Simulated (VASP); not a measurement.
PbS, 2 atoms in the cell. The structure is trigonal, space group R3m (No. 160). Conventional cell: a = 4.225 Å, b = 4.225 Å, c = 10.356 Å, α = 90.00°, β = 90.00°, γ = 120.00°. Pb (site symmetry 3m) has 6 S at 2.96 to 3.02 Å within 3.9 Å. S (site symmetry 3m) has 6 Pb at 2.96 to 3.02 Å within 3.9 Å. 

```yaml
Program: VASP 6.6.1
Task: single point
Functional: r2SCAN
Potentials_or_basis: VASP PAW PBE potentials, release 64 (Pb_d, S)
Cutoff: 520 eV
k_mesh: 8 × 8 × 8
Occupations: methfessel-paxton, width 0.02 eV
Spin: no spin polarisation
Dipole_correction: no
Further_INCAR_settings: ALGO = Normal; EDIFF = 1e-06; NBANDS = 17
```

Potentials or basis: VASP PAW PBE potentials, release 64 (Pb_d, S).

Launch:

```sh
$ cat potpaw_PBE.64/Pb_d/POTCAR potpaw_PBE.64/S/POTCAR > POTCAR
$ cp INCAR.step1 INCAR
$ mpirun -np 1 vasp_std > vasp.out
$ cp INCAR.step2 INCAR
$ mpirun -np 1 vasp_std > vasp.out
```

Hardware: 1 thread of AMD EPYC 7R13 Processor (Zen 3), with other jobs on the host.

Estimate the wall time of this run.

Wall time 2.5 min on 1 thread of AMD EPYC 7R13 Processor (Zen 3) (shared host), peak memory 0.19 GiB. Counts: k points 65.
